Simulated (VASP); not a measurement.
# Sn3H in VASP: single point with LDA

Aim: the single point of Sn3H with LDA.

Everything below comes from runs of VASP 6.6.1. Logs are shortened: lines on timing, memory, paths and dates and some standing lists are left out, and cuts for length are marked.

### 1 The cell of the first run

The cell holds a slab with vacuum, 32 atoms: a = 9.156 Å, b = 9.156 Å, c = 21.959 Å, α = 90.00°, β = 90.00°, γ = 90.00°.

### 2 Single point, LDA

The input, INCAR:

```
PREC     = Accurate       # precision mode
ENCUT    = 520            # plane-wave cutoff, eV
EDIFF    = 1E-6           # SCF threshold, eV
ISMEAR   = 0              # smearing method
SIGMA    = 0.05           # smearing width, eV
LREAL    = Auto         
LASPH    = True           # aspherical terms in the spheres
NELM     = 100            # most SCF steps
ALGO     = Normal         # electronic algorithm
ISIF     = 2              # what is computed and relaxed
LWAVE    = False          # write WAVECAR
LCHARG   = False          # write CHGCAR
LDIPOL   = True         
IDIPOL   = 3            
DIPOL    = 0.5 0.5 0.354
GGA      = CA             # functional
NBANDS   = 194            # bands
LUSENCCL = False
```

The input, KPOINTS:

```
Automatic mesh
0
Gamma
  3 3 1
```

The input, POSCAR:

```
Sn3H
1.0
    9.1557438523      0.0000000000      0.0000000000
    0.0000000000      9.1557438523      0.0000000000
    0.0000000000      0.0000000000     21.9587471797
Sn H
24 8
Direct
    0.5000000000      0.2500000000      0.2284345474
    0.5000000000      0.7500000000      0.2284345474
    0.0000000000      0.2500000000      0.2284345474
    0.0000000000      0.7500000000      0.2284345474
    0.5000000000      0.5000000000      0.3021419465
    0.5000000000      0.0000000000      0.3021419465
    0.0000000000      0.5000000000      0.3021419465
    0.0000000000      0.0000000000      0.3021419465
    0.7500000000      0.5000000000      0.3758493455
    0.7500000000      0.0000000000      0.3758493455
    0.2500000000      0.5000000000      0.3758493455
    0.2500000000      0.0000000000      0.3758493455
    0.7500000000      0.7500000000      0.4509101245
    0.7500000000      0.2500000000      0.4509101245
    0.2500000000      0.7500000000      0.4480854997
    0.2500000000      0.2500000000      0.4480854997
    0.0009516428      0.7500000000      0.5239623377
    0.0009516428      0.2500000000      0.5239623377
    0.4990483572      0.7500000000      0.5239623377
    0.4990483572      0.2500000000      0.5239623377
    0.0935202497      0.0000000000      0.5850831187
    0.0935202497      0.5000000000      0.5850831187
    0.4064797503      0.0000000000      0.5850831187
    0.4064797503      0.5000000000      0.5850831187
    0.3452930074      0.2500000000      0.1833836842
    0.6538349375      0.2500000000      0.1826399267
    0.6538349375      0.7500000000      0.1826399267
    0.3452930074      0.7500000000      0.1833836842
   -0.1538349375      0.2500000000      0.1826399267
    0.1547069926      0.2500000000      0.1833836842
    0.1547069926      0.7500000000      0.1833836842
   -0.1538349375      0.7500000000      0.1826399267
```

Potentials or basis: VASP PAW LDA potentials, release 64 (Sn_d, H).

Launch:

```console
$ cat potpaw_LDA.64/Sn_d/POTCAR potpaw_LDA.64/H/POTCAR > POTCAR
$ mpirun -np 1 vasp_std > vasp.out
```

OUTCAR:

```text
PREC = Accurate
   ENCUT = 520
   EDIFF = 1E-6
   ISMEAR = 0
   LREAL = Auto
   LASPH = True
   NELM = 100
   ISIF = 2
   GGA = CA

 ion  position               nearest neighbor table
   1  0.500  0.250  0.228-  25 1.73  26 1.73   5 2.80   6 2.80
   2  0.500  0.750  0.228-  28 1.73  27 1.73   5 2.80   6 2.80
   3  0.000  0.250  0.228-  30 1.73  29 1.73   7 2.80   8 2.80
   4  0.000  0.750  0.228-  31 1.73  32 1.73   7 2.80   8 2.80
   5  0.500  0.500  0.302-   9 2.80  11 2.80   1 2.80   2 2.80
   6  0.500  0.000  0.302-  10 2.80  12 2.80   1 2.80   2 2.80
[... 12 lines left out ...]
  19  0.499  0.750  0.524-  23 2.79  24 2.79  13 2.80  15 2.82
  20  0.499  0.250  0.524-  23 2.79  24 2.79  14 2.80  16 2.82
  21  0.094  0.000  0.585-  17 2.79  18 2.79  23 2.87
  22  0.094  0.500  0.585-  17 2.79  18 2.79  24 2.87
  23  0.406  0.000  0.585-  19 2.79  20 2.79  21 2.87
  24  0.406  0.500  0.585-  19 2.79  20 2.79  22 2.87
  25  0.345  0.250  0.183-   1 1.73
  26  0.654  0.250  0.183-   1 1.73
  27  0.654  0.750  0.183-   2 1.73
  28  0.345  0.750  0.183-   2 1.73
  29  0.846  0.250  0.183-   3 1.73
  30  0.155  0.250  0.183-   3 1.73
  31  0.155  0.750  0.183-   4 1.73
  32  0.846  0.750  0.183-   4 1.73

  LATTYP: Found a simple tetragonal cell.
 ALAT       =     9.1557438523
 C/A-ratio  =     2.3983575266

  Lattice vectors:

 A1 = (   9.1557438523,   0.0000000000,   0.0000000000)
 A2 = (   0.0000000000,   9.1557438523,   0.0000000000)
 A3 = (   0.0000000000,   0.0000000000,  21.9587471797)

Analysis of symmetry for initial positions (statically):
=====================================================================
 Subroutine PRICEL returns following result:

  LATTYP: Found a simple orthorhombic cell.
 ALAT       =     4.5778719262
 B/A-ratio  =     2.0000000000
 C/A-ratio  =     4.7967150532

  Lattice vectors:

 A1 = (   0.0000000000,  -4.5778719262,   0.0000000000)
 A2 = (   9.1557438523,   0.0000000000,   0.0000000000)
 A3 = (   0.0000000000,   0.0000000000,  21.9587471797)

   2 primitive cells build up your supercell.

 Routine SETGRP: Setting up the symmetry group for a
 simple tetragonal supercell.

 Subroutine GETGRP returns: Found  4 space group operations
 (whereof  2 operations were pure point group operations)
 out of a pool of 16 trial point group operations.

The static configuration has the point symmetry C_1h.
 The point group associated with its full space group is C_2v.

Analysis of symmetry for dynamics (positions and initial velocities):
=====================================================================
 Subroutine PRICEL returns following result:

  LATTYP: Found a simple orthorhombic cell.
 ALAT       =     4.5778719262
 B/A-ratio  =     2.0000000000
 C/A-ratio  =     4.7967150532

  Lattice vectors:

 A1 = (   0.0000000000,  -4.5778719262,   0.0000000000)
 A2 = (   9.1557438523,   0.0000000000,   0.0000000000)
 A3 = (   0.0000000000,   0.0000000000,  21.9587471797)

   2 primitive cells build up your supercell.

 Routine SETGRP: Setting up the symmetry group for a
 simple tetragonal supercell.

 Subroutine GETGRP returns: Found  4 space group operations
 (whereof  2 operations were pure point group operations)
 out of a pool of 16 trial point group operations.

The dynamic configuration has the point symmetry C_1h.
 The point group associated with its full space group is C_2v.

 Subroutine INISYM returns: Found  4 space group operations
 (whereof  2 operations are pure point group operations),
 and found     2 'primitive' translations

----------------------------------------------------------------------------------------

                                     Primitive cell

  volume of cell :     920.3750

  direct lattice vectors                    reciprocal lattice vectors
     0.000000000 -4.577871926  0.000000000     0.000000000 -0.218442109  0.000000000
     9.155743852  0.000000000  0.000000000     0.109221055  0.000000000 -0.000000000
     0.000000000  0.000000000 21.958747180    -0.000000000  0.000000000  0.045539939

  length of vectors
     4.577871926  9.155743852 21.958747180     0.218442109  0.109221055  0.045539939

  position of ions in fractional coordinates (direct lattice)
     0.500000000  0.500000000  0.228434547
     0.500000000  0.000000000  0.228434547
    -0.000000000  0.500000000  0.302141947
    -0.000000000  0.000000000  0.302141947
    -0.000000000  0.750000000  0.375849346
    -0.000000000  0.250000000  0.375849346
[... 8 lines left out ...]
     0.500000000  0.846165062  0.182639927
     0.500000000  0.154706993  0.183383684

  ion indices of the primitive-cell ions
   primitive index   ion index
                 1           1
                 2           3
                 3           5
                 4           7
                 5           9
                 6          11
[... 8 lines left out ...]
                15          29
                16          30

----------------------------------------------------------------------------------------

 KPOINTS: Automatic mesh

Automatic generation of k-mesh.
 Grid dimensions read from file:
 generate k-points for:    3    3    1

 Generating k-lattice:

  Cartesian coordinates                     Fractional coordinates (reciprocal lattice)
     0.036407018  0.000000000  0.000000000     0.333333333  0.000000000  0.000000000
     0.000000000  0.036407018  0.000000000     0.000000000  0.333333333  0.000000000
     0.000000000  0.000000000  0.045539939     0.000000000  0.000000000  1.000000000

  Length of vectors
     0.036407018  0.036407018  0.045539939

  Shift w.r.t. Gamma in fractional coordinates (k-lattice)
     0.000000000  0.000000000  0.000000000

 Subroutine IBZKPT returns following result:
 ===========================================

 Found      4 irreducible k-points:

 Following reciprocal coordinates:
            Coordinates               Weight
  0.000000  0.000000  0.000000      1.000000
  0.333333  0.000000  0.000000      2.000000
  0.000000  0.333333  0.000000      2.000000
  0.333333  0.333333  0.000000      4.000000
   k-points           NKPTS =      4   k-points in BZ     NKDIM =      4   number of bands    NBANDS=    194
   number of dos      NEDOS =    301   number of ions     NIONS =     32
   total plane-waves  NPLWV = 823200
   dimension x,y,z NGX =    70 NGY =   70 NGZ =  168
   dimension x,y,z NGXF=   140 NGYF=  140 NGZF=  336
   ions per type =              24   8
   NGX,Y,Z   is equivalent  to a cutoff of  12.71, 12.71, 12.72 a.u.
   NGXF,Y,Z  is equivalent  to a cutoff of  25.42, 25.42, 25.44 a.u.
 SYSTEM =  unknown system
   PREC   = accura    normal or accurate (medium, high low for compatibility)
   ISTART =      0    job   : 0-new  1-cont  2-samecut
   ICHARG =      2    charge: 1-file 2-atom 10-const
   ISPIN  =      1    spin polarized calculation?
   LNONCOLLINEAR =      F non collinear calculations
   LSORBIT =      F    spin-orbit coupling
   LASPH  =      T    aspherical Exc in radial PAW
   ENCUT  =  520.0 eV  38.22 Ry    6.18 a.u.  17.02 17.02 40.83*2*pi/ulx,y,z
   NELM   =    100;   NELMIN=  2; NELMDL= -5     # of ELM steps
   EDIFF  = 0.1E-05   stopping-criterion for ELM
   LREAL  =      T    real-space projection
   EDIFFG = 0.1E-04   stopping-criterion for IOM
   NSW    =      0    number of steps for IOM
   IBRION =     -1    ionic relax: 0-MD 1-quasi-New 2-CG
   NFREE  =      0    steps in history (QN), initial steepest desc. (CG)
   ISIF   =      2    stress and relaxation
   ISYM   =      2    0-nonsym 1-usesym 2-fastsym
   POTIM  = 0.5000    time-step for ionic-motion
   TEBEG  =    0.0;   TEEND  =   0.0 temperature during run
   PSTRESS=    0.0 pullay stress
   NELECT =     344.0000    total number of electrons
   NUPDOWN=      -1.0000    fix difference up-down
   EMIN   =  10.00;   EMAX   =-10.00  energy-range for DOS
   EFERMI =   0.00;   METHOD = LEGACY
   ISMEAR =     0;   SIGMA  =   0.05  broadening in eV -4-tet -1-fermi 0-gaus
   EFERMI_NEDOS =   21; number of points for ismear=-14 and -15
   IALGO  =     38    algorithm
   IMIX   =      4    mixing-type and parameters
     AMIX     =   0.40;   BMIX     =  1.00
     AMIX_MAG =   1.60;   BMIX_MAG =  1.00
  volume/ion in A,a.u.               =      57.52       388.19
  Fermi-wavevector in a.u.,A,eV,Ry     =   0.935972  1.768730 11.919288  0.876043
  Thomas-Fermi vector in A             =   2.062934
   LORBIT       =      0    0 simple, 1 ext, 2 COOP (PROOUT), +10 PAW based schemes
   GGA     = CA    functional components
   LHFCALC =     F    Hartree Fock is set to
   AEXX    =    0.0000 exact exchange contribution
   IVDW    =     0    specifies the selected vdW correction
   LEPSILON=     F    determine dielectric tensor
   LRPA    =     F    only Hartree local field effects (RPA)
 non-spin polarized calculation
 Gauss-broadening in eV      SIGMA  =   0.05
  energy-cutoff  :      520.00
  volume of cell :     1840.75
 maximum number of plane-waves:     49568
 NGX is ok and might be reduce to    70
   NGX = 35   NGY = 35   NGZ = 81

 dipolmoment           0.000000      0.000000      0.234176 electrons x Angstroem

 number of electron     343.9999886 magnetization

 dipolmoment           0.000000      0.000000     -0.052615 electrons x Angstroem

 Free energy of the ion-electron system (eV)
  ---------------------------------------------------
  ext. energy  EPLUGINS =         0.00000000
  ---------------------------------------------------
  free energy    TOTEN  =      -126.78892630 eV

  energy without entropy =     -126.77034275  energy(sigma->0) =     -126.77963453

 E-fermi :  -0.2207     XC(G=0):  -4.8734

 val. band max:       -0.2604279430   @ k =   0.0000   0.3333   0.0000
 cond. band min:      -0.2151977073   @ k =   0.0000   0.0000   0.0000
 fundamental gap:      0.0452302357
 Fermi energy:        -0.2206778960

 k-point     1 :       0.0000    0.0000    0.0000
  band No.  band energies     occupation
      1     -21.7710      2.00000
      2     -21.7641      2.00000
      3     -21.7518      2.00000
      4     -21.7453      2.00000
      5     -21.7407      2.00000
      6     -21.7366      2.00000
[... 737 lines left out ...]
    183       2.2054      0.00000
    184       2.2283      0.00000
 [bands above 184 left out]

------------------------ aborting loop because EDIFF is reached ----------------------------------------

 vacuum level on the upper side and lower side of the slab       (xc-potential included)        -0.277        -0.115

  FORCE on cell =-STRESS in cart. coord.  units (eV):
  Direction    XX          YY          ZZ          XY          YZ          ZX
  --------------------------------------------------------------------------------------
  -------------------------------------------------------------------------------------
  Total       -0.3930168      0.7607804     -2.0210542      0.0000000      0.0000000      0.0000000
  in kB       -0.3420794      0.6621785     -1.7591129      0.0000000      0.0000000      0.0000000
  external PRESSURE =      -0.4796713 kB  Pullay stress =       0.0000000 kB

 VOLUME and BASIS-vectors are now :
 -----------------------------------------------------------------------------
  energy-cutoff  :      520.00
  volume of cell :     1840.75
      direct lattice vectors                 reciprocal lattice vectors
     9.155743852  0.000000000  0.000000000     0.109221055  0.000000000  0.000000000
     0.000000000  9.155743852  0.000000000     0.000000000  0.109221055  0.000000000
     0.000000000  0.000000000 21.958747180     0.000000000  0.000000000  0.045539939

 POSITION                                       TOTAL-FORCE (eV/Angst)
 -----------------------------------------------------------------------------------
      4.57787      2.28894      5.01614         0.093289     -0.000000      0.188616
      4.57787      6.86681      5.01614         0.093289      0.000000      0.188616
      0.00000      2.28894      5.01614        -0.093289     -0.000000      0.188616
      0.00000      6.86681      5.01614        -0.093289     -0.000000      0.188616
      4.57787      4.57787      6.63466        -0.068168      0.000000     -0.142711
      4.57787      0.00000      6.63466        -0.068168      0.000000     -0.142711
[... 24 lines left out ...]
      1.41646      6.86681      4.02688        -0.000480     -0.000000      0.008378
      7.74727      6.86681      4.01054         0.007291     -0.000000      0.003668
 -----------------------------------------------------------------------------------
    total drift:                                0.000000      0.000000     -0.052153

  FREE ENERGIE OF THE ION-ELECTRON SYSTEM (eV)
  ---------------------------------------------------
  free  energy   TOTEN  =      -126.7889263011 eV

  energy  without entropy=     -126.7703427503  energy(sigma->0) =     -126.77963453

 vacuum level on the upper side and lower side of the slab         4.135         4.303
```

It took 3.6 min on 1 × NVIDIA H100 80GB with 1 thread of AMD EPYC 7R13 (Zen 3), shared host; peak memory 2.5 GiB.

What came out:

* Free energy: -126.7889 eV
* Largest force: 0.216 eV/Å
* Band gap on the k mesh: zero (bands 172 and 173 overlap by 0.21 eV)

Forces in eV/Å, atoms in the order of the input:
```
Sn   0.093  0.000  0.189
Sn   0.093  0.000  0.189
Sn  -0.093  0.000  0.189
Sn  -0.093  0.000  0.189
Sn  -0.068  0.000 -0.143
Sn  -0.068  0.000 -0.143
Sn   0.068  0.000 -0.143
Sn   0.068  0.000 -0.143
Sn   0.000  0.000  0.088
Sn   0.000  0.000  0.088
Sn   0.000  0.000 -0.216
Sn   0.000  0.000 -0.216
Sn   0.000  0.000  0.011
Sn   0.000  0.000  0.011
Sn   0.000  0.000 -0.009
Sn   0.000  0.000 -0.009
Sn   0.002  0.000  0.007
Sn   0.002  0.000  0.007
Sn  -0.002  0.000  0.007
Sn  -0.002  0.000  0.007
Sn   0.022  0.000 -0.002
Sn   0.022  0.000 -0.002
Sn  -0.022  0.000 -0.002
Sn  -0.022  0.000 -0.002
H    0.000  0.000  0.008
H   -0.007  0.000  0.004
H   -0.007  0.000  0.004
H    0.000  0.000  0.008
H    0.007  0.000  0.004
H    0.000  0.000  0.008
H    0.000  0.000  0.008
H    0.007  0.000  0.004
```

Levels at points of the mesh, in eV from the Fermi level:
| k point | band 170 | band 171 | band 172 | band 173 | band 174 | band 175 |
| --- | --- | --- | --- | --- | --- | --- |
| (0.00, 0.00, 0.00) | -0.36 | -0.26 | -0.21 | -0.19 | 0.01 | 0.49 |

Caveat: spin-orbit coupling is left out, which moves the levels of the heavy elements.

The gap in the log of VASP goes by the Fermi energy; the results here count the filled bands.